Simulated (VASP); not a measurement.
# FeO (Wuestite) in VASP: a series of runs

The runs below take FeO (Wuestite) through single point, with PBEsol.

Everything below comes from runs of VASP 6.6.1. Logs are shortened: lines on timing, memory, paths and dates and some standing lists are left out, and cuts for length are marked.

## (1) The cell of the first run

The typed cell holds 2 atoms: a = 2.958 Å, b = 2.958 Å, c = 2.958 Å, α = 59.99°, β = 59.99°, γ = 59.99°.

## (2) Single point, PBEsol, collinear spin, ferromagnetic start

File INCAR:

```
SYSTEM = FeO
PREC     = Accurate       ! precision mode
ENCUT    = 520            ! plane-wave cutoff, eV
EDIFF    = 1E-6           ! SCF threshold, eV
ISMEAR   = -1             ! smearing method
SIGMA    = 0.05           ! smearing width, eV
LREAL    = .False.        ! projectors in reciprocal space
LASPH    = .True.         ! aspherical terms in the spheres
NELM     = 150            ! most SCF steps
ALGO     = Normal         ! electronic algorithm
ISIF     = 2              ! what is computed and relaxed
LWAVE    = .False.        ! write WAVECAR
LCHARG   = .False.        ! write CHGCAR
ISPIN    = 2              ! spin polarisation
MAGMOM   = 3 0            ! initial moments
LORBIT   = 11             ! projections on sites
LMAXMIX  = 4              ! l up to which the mixer works
GGA      = PS             ! functional
NBANDS   = 18             ! bands
```

File KPOINTS:

```
Automatic mesh
0
Gamma
  11 11 11
  0 0 0
```

File POSCAR:

```
FeO
1.0
    1.4788202506      0.8537972698      2.4152205215
   -1.4788202506      0.8537972698      2.4152205215
    0.0000000000     -1.7075945396      2.4152205215
Fe O
1 1
Direct
    0.0000000000      0.0000000000      0.0000000000
    0.5000000000      0.5000000000      0.5000000000
```

Potentials or basis: VASP PAW PBE potentials, release 64 (Fe, O).

Command:

```
$ cat potpaw_PBE.64/Fe/POTCAR potpaw_PBE.64/O/POTCAR > POTCAR
$ mpirun -np 1 vasp_std > vasp.out
```

OUTCAR:

```text
SYSTEM = FeO
   PREC = Accurate
   ENCUT = 520
   EDIFF = 1E-6
   ISMEAR = -1
   LREAL = .False.
   LASPH = .True.
   NELM = 150
   ISIF = 2
   ISPIN = 2
   LORBIT = 11
   GGA = PS

 ion  position               nearest neighbor table
   1  0.000  0.000  0.000-   2 2.09   2 2.09   2 2.09   2 2.09   2 2.09   2 2.09
   2  0.500  0.500  0.500-   1 2.09   1 2.09   1 2.09   1 2.09   1 2.09   1 2.09

  LATTYP: Found a trigonal (rhomboedric) cell.
 ALAT       =     2.9578994707
 COS(alpha) =     0.5000875480

  Lattice vectors:

 A1 = (   1.4788202506,   0.8537972698,   2.4152205215)
 A2 = (  -1.4788202506,   0.8537972698,   2.4152205215)
 A3 = (   0.0000000000,  -1.7075945396,   2.4152205215)

Analysis of symmetry for initial positions (statically):
=====================================================================
 Subroutine PRICEL returns:
 Original cell was already a primitive cell.

 Routine SETGRP: Setting up the symmetry group for a
 trigonal (rhombohedral) supercell.

 Subroutine GETGRP returns: Found 12 space group operations
 (whereof 12 operations were pure point group operations)
 out of a pool of 12 trial point group operations.

The static configuration has the point symmetry D_3d.

Analysis of symmetry for dynamics (positions and initial velocities):
=====================================================================
 Subroutine PRICEL returns:
 Original cell was already a primitive cell.

 Routine SETGRP: Setting up the symmetry group for a
 trigonal (rhombohedral) supercell.

 Subroutine GETGRP returns: Found 12 space group operations
 (whereof 12 operations were pure point group operations)
 out of a pool of 12 trial point group operations.

The dynamic configuration has the point symmetry D_3d.

Analysis of structural, dynamic, and magnetic symmetry:
=====================================================================
 Subroutine PRICEL returns:
 Original cell was already a primitive cell.

 Routine SETGRP: Setting up the symmetry group for a
 trigonal (rhombohedral) supercell.

 Subroutine GETGRP returns: Found 12 space group operations
 (whereof 12 operations were pure point group operations)
 out of a pool of 12 trial point group operations.

The overall configuration has the point symmetry D_3d.

 Subroutine INISYM returns: Found 12 space group operations
 (whereof 12 operations are pure point group operations),
 and found     1 'primitive' translations

----------------------------------------------------------------------------------------

                                     Primitive cell

  volume of cell :      18.2969

  direct lattice vectors                    reciprocal lattice vectors
     1.478820251  0.853797270  2.415220522     0.338107353  0.195206371  0.138013623
    -1.478820251  0.853797270  2.415220522    -0.338107353  0.195206371  0.138013623
     0.000000000 -1.707594540  2.415220522     0.000000000 -0.390412742  0.138013623

  length of vectors
     2.957899471  2.957899471  2.957899471     0.414089204  0.414089204  0.414089204

  position of ions in fractional coordinates (direct lattice)
     0.000000000  0.000000000  0.000000000
     0.500000000  0.500000000  0.500000000

  ion indices of the primitive-cell ions
   primitive index   ion index
                 1           1
                 2           2

----------------------------------------------------------------------------------------

 KPOINTS: Automatic mesh

Automatic generation of k-mesh.
 Grid dimensions read from file:
 generate k-points for:   11   11   11

 Generating k-lattice:

  Cartesian coordinates                     Fractional coordinates (reciprocal lattice)
     0.030737032  0.017746034  0.012546693     0.090909091 -0.000000000  0.000000000
    -0.030737032  0.017746034  0.012546693    -0.000000000  0.090909091  0.000000000
     0.000000000 -0.035492067  0.012546693     0.000000000  0.000000000  0.090909091

  Length of vectors
     0.037644473  0.037644473  0.037644473

  Shift w.r.t. Gamma in fractional coordinates (k-lattice)
     0.000000000  0.000000000  0.000000000

 Subroutine IBZKPT returns following result:
 ===========================================

 Found    146 irreducible k-points:

 Following reciprocal coordinates:
            Coordinates               Weight
  0.000000  0.000000  0.000000      1.000000
  0.090909  0.000000  0.000000      6.000000
  0.181818  0.000000  0.000000      6.000000
  0.272727  0.000000 -0.000000      6.000000
  0.363636  0.000000 -0.000000      6.000000
  0.454545  0.000000  0.000000      6.000000
[... 16 lines left out ...]
 -0.272727  0.181818  0.000000     12.000000
 -0.181818  0.181818  0.000000      6.000000
 [... further k-points ...]
   k-points           NKPTS =    146   k-points in BZ     NKDIM =    146   number of bands    NBANDS=     18
   number of dos      NEDOS =    301   number of ions     NIONS =      2
   total plane-waves  NPLWV =  13824
   dimension x,y,z NGX =    24 NGY =   24 NGZ =   24
   dimension x,y,z NGXF=    48 NGYF=   48 NGZF=   48
   ions per type =               1   1
   NGX,Y,Z   is equivalent  to a cutoff of  13.49, 13.49, 13.49 a.u.
   NGXF,Y,Z  is equivalent  to a cutoff of  26.98, 26.98, 26.98 a.u.
 SYSTEM =  FeO
   PREC   = accura    normal or accurate (medium, high low for compatibility)
   ISTART =      0    job   : 0-new  1-cont  2-samecut
   ICHARG =      2    charge: 1-file 2-atom 10-const
   ISPIN  =      2    spin polarized calculation?
   LNONCOLLINEAR =      F non collinear calculations
   LSORBIT =      F    spin-orbit coupling
   LASPH  =      T    aspherical Exc in radial PAW
   ENCUT  =  520.0 eV  38.22 Ry    6.18 a.u.   5.50  5.50  5.50*2*pi/ulx,y,z
   NELM   =    150;   NELMIN=  2; NELMDL= -5     # of ELM steps
   EDIFF  = 0.1E-05   stopping-criterion for ELM
   LREAL  =      F    real-space projection
   EDIFFG = 0.1E-04   stopping-criterion for IOM
   NSW    =      0    number of steps for IOM
   IBRION =     -1    ionic relax: 0-MD 1-quasi-New 2-CG
   NFREE  =      0    steps in history (QN), initial steepest desc. (CG)
   ISIF   =      2    stress and relaxation
   ISYM   =      2    0-nonsym 1-usesym 2-fastsym
   POTIM  = 0.5000    time-step for ionic-motion
   TEBEG  =    0.0;   TEEND  =   0.0 temperature during run
   PSTRESS=    0.0 pullay stress
   NELECT =      14.0000    total number of electrons
   NUPDOWN=      -1.0000    fix difference up-down
   EMIN   =  10.00;   EMAX   =-10.00  energy-range for DOS
   EFERMI =   0.00;   METHOD = LEGACY
   ISMEAR =    -1;   SIGMA  =   0.05  broadening in eV -4-tet -1-fermi 0-gaus
   EFERMI_NEDOS =   21; number of points for ismear=-14 and -15
   IALGO  =     38    algorithm
   IMIX   =      4    mixing-type and parameters
     AMIX     =   0.40;   BMIX     =  1.00
     AMIX_MAG =   1.60;   BMIX_MAG =  1.00
  volume/ion in A,a.u.               =       9.15        61.74
  Fermi-wavevector in a.u.,A,eV,Ry     =   1.497355  2.829591 30.505242  2.242072
  Thomas-Fermi vector in A             =   2.609254
   LORBIT       =     11    0 simple, 1 ext, 2 COOP (PROOUT), +10 PAW based schemes
   GGA     = PS    functional components
   LHFCALC =     F    Hartree Fock is set to
   AEXX    =    0.0000 exact exchange contribution
   IVDW    =     0    specifies the selected vdW correction
   LEPSILON=     F    determine dielectric tensor
   LRPA    =     F    only Hartree local field effects (RPA)
 spin polarized calculation
  energy-cutoff  :      520.00
  volume of cell :       18.30
 maximum number of plane-waves:       531
 NGX is ok and might be reduce to    24
   NGX = 11   NGY = 11   NGZ = 11

 number of electron      14.0000006 magnetization       3.9710527

 Free energy of the ion-electron system (eV)
  ---------------------------------------------------
  ext. energy  EPLUGINS =         0.00000000
  ---------------------------------------------------
  free energy    TOTEN  =       -15.83605085 eV

  energy without entropy =      -15.82379072  energy(sigma->0) =      -15.82992078

 E-fermi :   7.0779     XC(G=0): -12.9199

 val. band max:        7.0651440039   @ k =  -0.3636   0.2727   0.0909
 cond. band min:       7.0829781174   @ k =   0.2727   0.0909   0.0909
 fundamental gap:      0.0178341135
 Fermi energy:         7.0779331567

 spin component 1

 k-point     1 :       0.0000    0.0000    0.0000
  band No.  band energies     occupation
      1     -14.3894      1.00000
      2       2.9155      1.00000
      3       2.9164      1.00000
      4       2.9164      1.00000
      5       3.1108      1.00000
      6       3.1114      1.00000
[... 10 lines left out ...]
     17      29.3203      0.00000
     18      31.8987      0.00000

 k-point     2 :       0.0909    0.0000    0.0000
  band No.  band energies     occupation
      1     -14.2911      1.00000
      2       1.9907      1.00000
      3       2.1493      1.00000
      4       2.1500      1.00000
      5       3.2139      1.00000
      6       3.2143      1.00000
[... 10 lines left out ...]
     17      30.1595      0.00000
     18      33.4967      0.00000

 k-point     3 :       0.1818    0.0000    0.0000
  band No.  band energies     occupation
      1     -14.0166      1.00000
      2       0.6211      1.00000
      3       1.3096      1.00000
      4       1.3104      1.00000
      5       3.4098      1.00000
      6       3.4102      1.00000
[... 412 lines left out ...]
 k-point    23 :      -0.2727    0.1818    0.0000
  band No.  band energies     occupation
      1     -13.2174      1.00000
      2      -1.4664      1.00000
      3       0.0945      1.00000
      4       0.3284      1.00000
      5       3.7563      1.00000
      6       4.0120      1.00000
[... 10 lines left out ...]
     17      34.7691      0.00000
     18      36.7207      0.00000

 k-point    24 :      -0.1818    0.1818    0.0000
  band No.  band energies     occupation
      1     -13.5354      1.00000
      2      -0.8307      1.00000
      3       0.3794      1.00000
      4       0.8624      1.00000
      5       3.5394      1.00000
      6       3.9196      1.00000
[... 10 lines left out ...]
     17      35.0233      0.00000
     18      36.7029      0.00000

 [... further k-points ...]

 spin component 2

 k-point     1 :       0.0000    0.0000    0.0000
  band No.  band energies     occupation
      1     -13.8031      1.00000
      2       3.5442      1.00000
      3       3.5452      1.00000
      4       3.5452      1.00000
      5       6.1952      1.00000
      6       6.1961      1.00000
[... 10 lines left out ...]
     17      30.8897      0.00000
     18      33.0809      0.00000

 k-point     2 :       0.0909    0.0000    0.0000
  band No.  band energies     occupation
      1     -13.7037      1.00000
      2       2.8597      1.00000
      3       3.2555      1.00000
      4       3.2563      1.00000
      5       6.3173      1.00000
      6       6.3180      1.00000
[... 10 lines left out ...]
     17      31.6093      0.00000
     18      34.8111      0.00000

 k-point     3 :       0.1818    0.0000    0.0000
  band No.  band energies     occupation
      1     -13.4260      1.00000
      2       1.4966      1.00000
      3       2.6550      1.00000
      4       2.6558      1.00000
      5       6.5778      0.99995
      6       6.5988      0.99993
[... 412 lines left out ...]
 k-point    23 :      -0.2727    0.1818    0.0000
  band No.  band energies     occupation
      1     -12.6099      1.00000
      2      -0.5844      1.00000
      3       1.3758      1.00000
      4       1.5620      1.00000
      5       7.0528      0.62323
      6       7.2327      0.04332
[... 10 lines left out ...]
     17      35.4655      0.00000
     18      37.5878      0.00000

 k-point    24 :      -0.1818    0.1818    0.0000
  band No.  band energies     occupation
      1     -12.9358      1.00000
      2       0.0927      1.00000
      3       1.8593      1.00000
      4       1.9229      1.00000
      5       6.7637      0.99814
      6       7.0207      0.75857
[... 10 lines left out ...]
     17      35.8772      0.00000
     18      37.5661      0.00000

 [... further k-points ...]
[... 5 lines left out ...]
  --------------------------------------------------------------------------------------
  -------------------------------------------------------------------------------------
  Total        1.2033749      1.2033749      1.2027272      0.0000000     -0.0000000      0.0000000
  in kB      105.3739699    105.3739699    105.3172559      0.0000000     -0.0000000      0.0000000
  external PRESSURE =     105.3550652 kB  Pullay stress =       0.0000000 kB

 VOLUME and BASIS-vectors are now :
 -----------------------------------------------------------------------------
  energy-cutoff  :      520.00
  volume of cell :       18.30
      direct lattice vectors                 reciprocal lattice vectors
     1.478820251  0.853797270  2.415220522     0.338107353  0.195206371  0.138013623
    -1.478820251  0.853797270  2.415220522    -0.338107353  0.195206371  0.138013623
     0.000000000 -1.707594540  2.415220522     0.000000000 -0.390412742  0.138013623

 POSITION                                       TOTAL-FORCE (eV/Angst)
 -----------------------------------------------------------------------------------
      0.00000      0.00000      0.00000         0.000000     -0.000000      0.000000
      0.00000      0.00000      3.62283        -0.000000      0.000000     -0.000000
 -----------------------------------------------------------------------------------
    total drift:                               -0.000000      0.000000     -0.000000

  FREE ENERGIE OF THE ION-ELECTRON SYSTEM (eV)
  ---------------------------------------------------
  free  energy   TOTEN  =       -15.8360508536 eV

  energy  without entropy=      -15.8237907155  energy(sigma->0) =      -15.82992078

 total charge

# of ion       s       p       d       tot
------------------------------------------
    1        0.320   0.431   6.162   6.912
    2        1.552   3.464   0.000   5.016
--------------------------------------------------
tot          1.872   3.895   6.162  11.928

 magnetization (x)

# of ion       s       p       d       tot
------------------------------------------
    1        0.027   0.023   3.525   3.575
    2        0.034   0.282   0.000   0.315
--------------------------------------------------
tot          0.061   0.305   3.525   3.891
```

Wall time 35 s (1 thread of Intel Xeon 6975P-C (Granite Rapids), shared host); peak memory 0.2 GiB.

Results:

| Quantity | Value |
| --- | --- |
| Free energy | -15.8361 eV |
| Pressure | 10.5 GPa |
| Band gap on the k mesh | zero (filled and empty bands overlap) |
| Net moment | 3.97 μB per cell |
| Site moments | Fe +3.58; O +0.32 μB |
| Valence electrons inside the program's atomic spheres | Fe 6.91; O 5.02 |

Levels at points of the mesh, in eV from the Fermi level:
Spin up:
```
           k point  band 6  band 7  band 8  band 9  band 10  band 11  band 12  band 13
(0.00, 0.00, 0.00)   -3.97   -3.97   -3.67   -3.67     0.55    15.55    17.66    17.66
```
Spin down:
```tsv
k point	band 3	band 4	band 5	band 6	band 7	band 8
(0.00, 0.00, 0.00)	-3.53	-3.53	-0.88	-0.88	-0.88	0.07
```

Caveat: the PAW data sets were made with another functional, which shifts forces and pressure a little; a cell with one magnetic atom can't hold antiferromagnetic order, which such compounds often take; semilocal functionals often make such compounds metallic where correlation or magnetic order opens a gap, which also shifts bond lengths.

[end of part 1 of 2]
